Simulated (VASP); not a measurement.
Input of a VASP 6.6.1 run:

File INCAR:

```
ALGO = Normal
EDIFF = 1E-6
EDIFFG = -0.02
ENCUT = 520
GGA = PE
IBRION = 2
ISIF = 2
ISMEAR = -1
LASPH = True
LCHARG = False
LREAL = False
LWAVE = False
NELM = 80
NSW = 80
PREC = Accurate
SIGMA = 0.02
```

KPOINTS

```
k-points
0
Gamma
  16 16 9
```

POSCAR

```
SiC
1.0
    3.0963714546      0.0000000000      0.0000000000
   -1.5481857273      2.6815363392      0.0000000000
    0.0000000000      0.0000000000      5.0814314379
Si C
2 2
Direct
    0.3333333333      0.6666666667      0.0044955126
    0.6666666667      0.3333333333      0.5044955126
    0.3333333333      0.6666666667      0.3805044874
    0.6666666667      0.3333333333      0.8805044874
```

Potentials or basis: VASP PAW PBE potentials, release 64 (Si, C).

The run is started by

```bash
$ cat potpaw_PBE.64/Si/POTCAR potpaw_PBE.64/C/POTCAR > POTCAR
$ mpirun -np 1 vasp_std > vasp.out
```

(1) What does it give for the band gap on the k mesh?

Results:

(1) 2.38 eV (least direct gap 3.93 eV).

Caveat: the relaxation stopped at its first step, so nothing moved; an odd mesh through Γ misses points on the zone boundary, where band edges can lie.
